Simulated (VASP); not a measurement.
**Al2Cu: single point with PBEsol**

The system is Al2Cu.

```
Al Cu
1.0
    -2.96655    2.96655    2.43795
     2.96655   -2.96655    2.43795
     2.96655    2.96655   -2.43795
Al Cu
4 2
Direct
  0.15932 0.65932 0.81864
  0.65932 0.84068 0.50000
  0.84068 0.34068 0.18136
  0.34068 0.15932 0.50000
  0.75000 0.75000 0.00000
  0.25000 0.25000 0.00000
```

```json
{
 "Program": "VASP 6.6.1",
 "Task": "single point",
 "Functional": "PBEsol",
 "Potentials or basis": "VASP PAW PBE potentials, release 64 (Al, Cu)",
 "Cutoff": "520 eV",
 "k mesh": "10 × 10 × 10",
 "Occupations": "gaussian, width 0.15 eV",
 "Spin": "no spin polarisation",
 "Dipole correction": "no",
 "Further INCAR settings": "ALGO = Fast; EDIFF = 1e-06; NBANDS = 26"
}
```

| Item | Value |
| --- | --- |
| Pressure | 1.4 GPa |
| Largest force | 0.048 eV/Å |
| Band gap on the k mesh | zero (bands 17 and 18 overlap by 4.25 eV) |

Forces on the atoms (eV/Å):
```
Al   0.034  0.034  0.000
Al  -0.034  0.034  0.000
Al  -0.034 -0.034  0.000
Al   0.034 -0.034  0.000
Cu   0.000  0.000  0.000
Cu   0.000  0.000  0.000
```

Stress tensor (GPa, compression positive):
```
 2.35  0.00  0.00
 0.00  2.35  0.00
 0.00  0.00 -0.50
```

Levels at points of the mesh, in eV from the Fermi level:
```csv
k point,band 14,band 15,band 16,band 17,band 18,band 19,band 20,band 21
"(0.00, 0.00, 0.00)",-1.86,-1.56,-1.31,-1.31,-0.87,-0.19,0.07,1.47
"(0.50, 0.00, 0.00)",-3.13,-2.64,-2.64,0.32,0.32,4.15,4.15,4.43
"(0.50, 0.50, 0.00)",-2.96,-1.39,-1.30,-0.86,-0.78,0.99,1.47,4.76
"(0.50, 0.50, 0.50)",-3.36,-3.36,-1.92,2.57,2.96,2.96,3.47,4.18
```

It took 3.7 min on 1 thread of Intel(R) Xeon(R) Platinum 8488C (Sapphire Rapids), with other jobs on the host, peak memory 0.34 GiB.

Caveat: the PAW data sets were made with another functional, which shifts forces and pressure a little.
